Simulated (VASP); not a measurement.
A run of VASP 6.6.1 is set up as follows.

INCAR

```
SYSTEM = LiF
PREC = Accurate
ENCUT = 520
EDIFF = 1E-6
ISMEAR = 0
SIGMA = 0.05
LREAL = .FALSE.
LASPH = .TRUE.
NELM = 80
ALGO = Normal
ISIF = 2
LWAVE = .FALSE.
LCHARG = .FALSE.
GGA = PE
NBANDS = 18
```

KPOINTS

```
Automatic mesh
0
G
  9 9 6
  0 0 0
```

Contents of POSCAR:

```
LiF
1.0
    2.9204982992      0.0000000000      0.0000000000
   -1.4602491496      2.5292257189      0.0000000000
    0.0000000000      0.0000000000      5.1666535412
Li F
2 2
Direct
    0.3333333333      0.6666666667      0.3810713234
    0.6666666667      0.3333333333      0.8810713234
    0.3333333333      0.6666666667      0.9939266766
    0.6666666667      0.3333333333      0.4939266766
```

Potentials or basis: VASP PAW PBE potentials, release 64 (Li_sv, F).

The run is started by

```console
$ cat potpaw_PBE.64/Li_sv/POTCAR potpaw_PBE.64/F/POTCAR > POTCAR
$ mpirun -np 1 vasp_std > vasp.out
```

Question: Estimate the largest force.

Answer: 0.409 eV/Å.

Question: What does it give for the band gap on the k mesh?

Answer: 8.03 eV, direct.

Forces in eV/Å, atoms in the order of the input:
```
Li   0.000  0.000 -0.409
Li   0.000  0.000 -0.409
F    0.000  0.000  0.409
F    0.000  0.000  0.409
```

 A k mesh can miss the band edges.
